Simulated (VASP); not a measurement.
# Sb (R-3m) in VASP: a series of runs

Sb is run at these levels: PBE; tasks: single point.

Program: VASP 6.6.1. These are calculated values, not measurements. Logs are shortened: lines on timing, memory, paths and dates and some standing lists are left out, and cuts for length are marked.

## (1) The cell of the first run

The structure is trigonal, space group R-3m (No. 166). Conventional cell: a = 4.337 Å, b = 4.337 Å, c = 11.325 Å, α = 90.00°, β = 90.00°, γ = 120.00°. Sb (site symmetry 3m) has 6 Sb at 2.93 to 3.37 Å within 3.9 Å.

## (2) Single point, PBE (volume scaled by 1.025)

Input file INCAR:

```
PREC     = Accurate       # precision mode
ENCUT    = 520            # plane-wave cutoff, eV
EDIFF    = 1E-6           # SCF threshold, eV
ISMEAR   = -1             # smearing method
SIGMA    = 0.05           # smearing width, eV
LREAL    = False          # projectors in reciprocal space
LASPH    = True           # aspherical terms in the spheres
NELM     = 80             # most SCF steps
ALGO     = Normal         # electronic algorithm
ISIF     = 2              # what is computed and relaxed
LWAVE    = False          # write WAVECAR
LCHARG   = True           # write CHGCAR
GGA      = PE             # functional
LELF     = True           # ELF
LVHAR    = True         
NBANDS   = 12             # bands
```

Input file KPOINTS:

```
regular mesh
0
Gamma
  9 9 9
```

Input file POSCAR:

```
Sb
1.0
    2.1683746945      1.2519117136      3.7749435520
   -2.1683746945      1.2519117136      3.7749435520
    0.0000000000     -2.5038234270      3.7749435520
Sb
2
Direct
    0.2336400000      0.2336400000      0.2336400000
    0.7663600000      0.7663600000      0.7663600000
```

Potentials or basis: VASP PAW PBE potentials, release 64 (Sb).

On the command line:

```console
$ cat potpaw_PBE.64/Sb/POTCAR > POTCAR
$ mpirun -np 1 vasp_std > vasp.out
```

OUTCAR:

```text
PREC = Accurate
   ENCUT = 520
   EDIFF = 1E-6
   ISMEAR = -1
   LREAL = False
   LASPH = True
   NELM = 80
   ISIF = 2
   GGA = PE

 ion  position               nearest neighbor table
   1  0.234  0.234  0.234-   2 2.93   2 2.93   2 2.93   2 3.37   2 3.37   2 3.37
   2  0.766  0.766  0.766-   1 2.93   1 2.93   1 2.93   1 3.37   1 3.37   1 3.37

  LATTYP: Found a trigonal (rhomboedric) cell.
 ALAT       =     4.5298267710
 COS(alpha) =     0.5417151843

  Lattice vectors:

 A1 = (   2.1683746945,   1.2519117136,   3.7749435520)
 A2 = (  -2.1683746945,   1.2519117136,   3.7749435520)
 A3 = (   0.0000000000,  -2.5038234270,   3.7749435520)

Analysis of symmetry for initial positions (statically):
=====================================================================
 Subroutine PRICEL returns:
 Original cell was already a primitive cell.

 Routine SETGRP: Setting up the symmetry group for a
 trigonal (rhombohedral) supercell.

 Subroutine GETGRP returns: Found 12 space group operations
 (whereof 12 operations were pure point group operations)
 out of a pool of 12 trial point group operations.

The static configuration has the point symmetry D_3d.

Analysis of symmetry for dynamics (positions and initial velocities):
=====================================================================
 Subroutine PRICEL returns:
 Original cell was already a primitive cell.

 Routine SETGRP: Setting up the symmetry group for a
 trigonal (rhombohedral) supercell.

 Subroutine GETGRP returns: Found 12 space group operations
 (whereof 12 operations were pure point group operations)
 out of a pool of 12 trial point group operations.

The dynamic configuration has the point symmetry D_3d.

 Subroutine INISYM returns: Found 12 space group operations
 (whereof 12 operations are pure point group operations),
 and found     1 'primitive' translations

----------------------------------------------------------------------------------------

                                     Primitive cell

  volume of cell :      61.4851

  direct lattice vectors                    reciprocal lattice vectors
     2.168374695  1.251911714  3.774943552     0.230587454  0.133129729  0.088301541
    -2.168374695  1.251911714  3.774943552    -0.230587454  0.133129729  0.088301541
     0.000000000 -2.503823427  3.774943552     0.000000000 -0.266259457  0.088301541

  length of vectors
     4.529826771  4.529826771  4.529826771     0.280519626  0.280519626  0.280519626

  position of ions in fractional coordinates (direct lattice)
     0.233640000  0.233640000  0.233640000
     0.766360000  0.766360000  0.766360000

  ion indices of the primitive-cell ions
   primitive index   ion index
                 1           1
                 2           2

----------------------------------------------------------------------------------------

 KPOINTS: regular mesh

Automatic generation of k-mesh.
 Grid dimensions read from file:
 generate k-points for:    9    9    9

 Generating k-lattice:

  Cartesian coordinates                     Fractional coordinates (reciprocal lattice)
     0.025620828  0.014792192  0.009811282     0.111111111  0.000000000  0.000000000
    -0.025620828  0.014792192  0.009811282     0.000000000  0.111111111  0.000000000
     0.000000000 -0.029584384  0.009811282     0.000000000  0.000000000  0.111111111

  Length of vectors
     0.031168847  0.031168847  0.031168847

  Shift w.r.t. Gamma in fractional coordinates (k-lattice)
     0.000000000  0.000000000  0.000000000

 Subroutine IBZKPT returns following result:
 ===========================================

 Found     85 irreducible k-points:

 Following reciprocal coordinates:
            Coordinates               Weight
  0.000000  0.000000  0.000000      1.000000
  0.111111  0.000000  0.000000      6.000000
  0.222222  0.000000 -0.000000      6.000000
  0.333333 -0.000000 -0.000000      6.000000
  0.444444  0.000000 -0.000000      6.000000
  0.111111  0.111111  0.000000      6.000000
[... 16 lines left out ...]
 -0.333333  0.333333  0.000000      6.000000
  0.444444  0.444444 -0.000000      6.000000
 [... further k-points ...]
   k-points           NKPTS =     85   k-points in BZ     NKDIM =     85   number of bands    NBANDS=     12
   number of dos      NEDOS =    301   number of ions     NIONS =      2
   total plane-waves  NPLWV =  46656
   dimension x,y,z NGX =    36 NGY =   36 NGZ =   36
   dimension x,y,z NGXF=    72 NGYF=   72 NGZF=   72
   ions per type =               2
   NGX,Y,Z   is equivalent  to a cutoff of  13.21, 13.21, 13.21 a.u.
   NGXF,Y,Z  is equivalent  to a cutoff of  26.42, 26.42, 26.42 a.u.
 SYSTEM =  unknown system
   PREC   = accura    normal or accurate (medium, high low for compatibility)
   ISTART =      0    job   : 0-new  1-cont  2-samecut
   ICHARG =      2    charge: 1-file 2-atom 10-const
   ISPIN  =      1    spin polarized calculation?
   LNONCOLLINEAR =      F non collinear calculations
   LSORBIT =      F    spin-orbit coupling
   LASPH  =      T    aspherical Exc in radial PAW
   ENCUT  =  520.0 eV  38.22 Ry    6.18 a.u.   8.42  8.42  8.42*2*pi/ulx,y,z
   NELM   =     80;   NELMIN=  2; NELMDL= -5     # of ELM steps
   EDIFF  = 0.1E-05   stopping-criterion for ELM
   LREAL  =      F    real-space projection
   EDIFFG = 0.1E-04   stopping-criterion for IOM
   NSW    =      0    number of steps for IOM
   IBRION =     -1    ionic relax: 0-MD 1-quasi-New 2-CG
   NFREE  =      0    steps in history (QN), initial steepest desc. (CG)
   ISIF   =      2    stress and relaxation
   ISYM   =      2    0-nonsym 1-usesym 2-fastsym
   POTIM  = 0.5000    time-step for ionic-motion
   TEBEG  =    0.0;   TEEND  =   0.0 temperature during run
   PSTRESS=    0.0 pullay stress
   NELECT =      10.0000    total number of electrons
   NUPDOWN=      -1.0000    fix difference up-down
   EMIN   =  10.00;   EMAX   =-10.00  energy-range for DOS
   EFERMI =   0.00;   METHOD = LEGACY
   ISMEAR =    -1;   SIGMA  =   0.05  broadening in eV -4-tet -1-fermi 0-gaus
   EFERMI_NEDOS =   21; number of points for ismear=-14 and -15
   IALGO  =     38    algorithm
   IMIX   =      4    mixing-type and parameters
     AMIX     =   0.40;   BMIX     =  1.00
     AMIX_MAG =   1.60;   BMIX_MAG =  1.00
  volume/ion in A,a.u.               =      30.74       207.46
  Fermi-wavevector in a.u.,A,eV,Ry     =   0.893617  1.688692 10.864959  0.798552
  Thomas-Fermi vector in A             =   2.015718
   LORBIT       =      0    0 simple, 1 ext, 2 COOP (PROOUT), +10 PAW based schemes
   GGA     = PE    functional components
[... 5 lines left out ...]
 non-spin polarized calculation
  energy-cutoff  :      520.00
  volume of cell :       61.49
 maximum number of plane-waves:      1670
 NGX is ok and might be reduce to    36
   NGX = 17   NGY = 17   NGZ = 17

 number of electron      10.0000000 magnetization

 Free energy of the ion-electron system (eV)
  ---------------------------------------------------
  ext. energy  EPLUGINS =         0.00000000
  ---------------------------------------------------
  free energy    TOTEN  =        -8.27202683 eV

  energy without entropy =       -8.27059266  energy(sigma->0) =       -8.27130974

 E-fermi :   7.0407     XC(G=0):  -9.4551

 val. band max:        6.9669718682   @ k =   0.3333   0.2222   0.2222
 cond. band min:       7.0835962221   @ k =   0.4444   0.0000  -0.0000
 fundamental gap:      0.1166243539
 Fermi energy:         7.0407198335

 k-point     1 :       0.0000    0.0000    0.0000
  band No.  band energies     occupation
      1      -5.5183      2.00000
      2       2.1795      2.00000
      3       5.0555      2.00000
      4       5.2924      2.00000
      5       5.2924      2.00000
      6       9.1278      0.00000
      7       9.7333      0.00000
      8       9.7333      0.00000
      9      12.1529      0.00000
     10      12.1529      0.00000
     11      12.3050      0.00000
     12      13.6985      0.00000

 k-point     2 :       0.1111    0.0000    0.0000
  band No.  band energies     occupation
      1      -5.3847      2.00000
      2       1.6184      2.00000
      3       5.0914      2.00000
      4       5.2618      2.00000
      5       5.5010      2.00000
      6       9.0472      0.00000
      7       9.3801      0.00000
      8       9.4186      0.00000
      9      11.6878      0.00000
     10      12.0892      0.00000
     11      12.2080      0.00000
     12      14.5583      0.00000

 k-point     3 :       0.2222    0.0000   -0.0000
  band No.  band energies     occupation
      1      -4.9868      2.00000
      2       0.4138      2.00000
      3       5.1031      2.00000
      4       5.2023      2.00000
      5       5.8961      2.00000
      6       8.4921      0.00000
      7       8.6431      0.00000
      8       8.7063      0.00000
      9      11.8188      0.00000
     10      12.3734      0.00000
     11      12.8227      0.00000
     12      16.2948      0.00000
[... 286 lines left out ...]
 k-point    23 :      -0.3333    0.3333    0.0000
  band No.  band energies     occupation
      1      -2.5402      2.00000
      2      -2.3741      2.00000
      3       2.1065      2.00000
      4       4.3106      2.00000
      5       4.5466      2.00000
      6       9.2033      0.00000
      7       9.5359      0.00000
      8      12.2055      0.00000
      9      12.3727      0.00000
     10      13.5380      0.00000
     11      14.8565      0.00000
     12      17.0037      0.00000

 k-point    24 :       0.4444    0.4444   -0.0000
  band No.  band energies     occupation
      1      -3.3570      2.00000
      2      -0.8103      2.00000
      3       1.8955      2.00000
      4       3.4549      2.00000
      5       3.5122      2.00000
      6       8.6819      0.00000
      7      11.8277      0.00000
      8      12.4046      0.00000
      9      13.3925      0.00000
     10      15.5701      0.00000
     11      16.6486      0.00000
     12      17.8003      0.00000

 [... further k-points ...]

------------------------ aborting loop because EDIFF is reached ----------------------------------------

  FORCE on cell =-STRESS in cart. coord.  units (eV):
  Direction    XX          YY          ZZ          XY          YZ          ZX
  --------------------------------------------------------------------------------------
  -------------------------------------------------------------------------------------
  Total        0.6791558      0.6791558      0.5773794      0.0000000      0.0000000      0.0000000
  in kB       17.6974321     17.6974321     15.0453451      0.0000000      0.0000000      0.0000000
  external PRESSURE =      16.8134031 kB  Pullay stress =       0.0000000 kB

 VOLUME and BASIS-vectors are now :
 -----------------------------------------------------------------------------
  energy-cutoff  :      520.00
  volume of cell :       61.49
      direct lattice vectors                 reciprocal lattice vectors
     2.168374695  1.251911714  3.774943552     0.230587454  0.133129729  0.088301541
    -2.168374695  1.251911714  3.774943552    -0.230587454  0.133129729  0.088301541
     0.000000000 -2.503823427  3.774943552     0.000000000 -0.266259457  0.088301541

 POSITION                                       TOTAL-FORCE (eV/Angst)
 -----------------------------------------------------------------------------------
      0.00000      0.00000      2.64593         0.000000      0.000000      0.111759
      0.00000      0.00000      8.67890         0.000000     -0.000000     -0.111759
 -----------------------------------------------------------------------------------
    total drift:                                0.000000     -0.000000      0.000000

  FREE ENERGIE OF THE ION-ELECTRON SYSTEM (eV)
  ---------------------------------------------------
  free  energy   TOTEN  =        -8.2720268254 eV

  energy  without entropy=       -8.2705926566  energy(sigma->0) =       -8.27130974
```

It took 90 s on 1 thread of AMD EPYC 7R13, shared host; peak memory 0.19 GiB.

Results:

```
Free energy            : -8.2720 eV
Pressure               : 1.7 GPa
Largest force          : 0.112 eV/Å
Band gap on the k mesh : 0.12 eV, indirect (least direct gap 0.49 eV)
```

Forces in eV/Å, atoms in the order of the input:
```
Sb   0.000  0.000  0.112
Sb   0.000  0.000 -0.112
```

Levels at points of the mesh, in eV from the valence-band top:
```
           k point  band 2  band 3  band 4  band 5  band 6  band 7  band 8  band 9
(0.00, 0.00, 0.00)   -4.79   -1.91   -1.67   -1.67    2.16    2.77    2.77    5.19
```

Caveat: spin-orbit coupling is left out, which moves the levels of the heavy elements.

## (3) Single point, PBE (volume scaled by 1.05)

Input file INCAR:

```
SYSTEM = Sb
ALGO = Normal ; EDIFF = 1E-7
ENCUT = 520 ; GGA = PE
ISIF = 2 ; ISMEAR = -1
LASPH = .True. ; LCHARG = .False.
LREAL = .False. ; LWAVE = .False.
NBANDS = 12 ; NELM = 80
PREC = Accurate ; SIGMA = 0.05
```

Input file KPOINTS:

```
k-points
0
Gamma
  9 9 9
  0 0 0
```

Input file POSCAR:

```
Sb
1.0
    2.1858623424      1.2620082118      3.8053879599
   -2.1858623424      1.2620082118      3.8053879599
    0.0000000000     -2.5240164235      3.8053879599
Sb
2
Direct
    0.2336400000      0.2336400000      0.2336400000
    0.7663600000      0.7663600000      0.7663600000
```

Potentials or basis: VASP PAW PBE potentials, release 64 (Sb).

On the command line:

```console
$ cat potpaw_PBE.64/Sb/POTCAR > POTCAR
$ mpirun -np 1 vasp_std > vasp.out
```

Run time: 85 s. Hardware: 1 thread of AMD EPYC 7R13, shared host; peak memory 0.2 GiB.

It converged, with:

```yaml
Free_energy: -8.2813 eV
Pressure: 0.3 GPa
Largest_force: 0.008 eV/Å
Band_gap_on_the_k_mesh: 0.16 eV, indirect (least direct gap 0.49 eV)
```

Forces on the atoms (eV/Å):
```
Sb   0.000  0.000 -0.008
Sb   0.000  0.000  0.008
```

Levels at points of the mesh, in eV from the valence-band top:
```tsv
k point	band 3	band 4	band 5	band 6	band 7	band 8
(0.00, 0.00, 0.00)	-1.81	-1.58	-1.58	2.19	2.77	2.77
```

Caveat: spin-orbit coupling is left out, which moves the levels of the heavy elements.
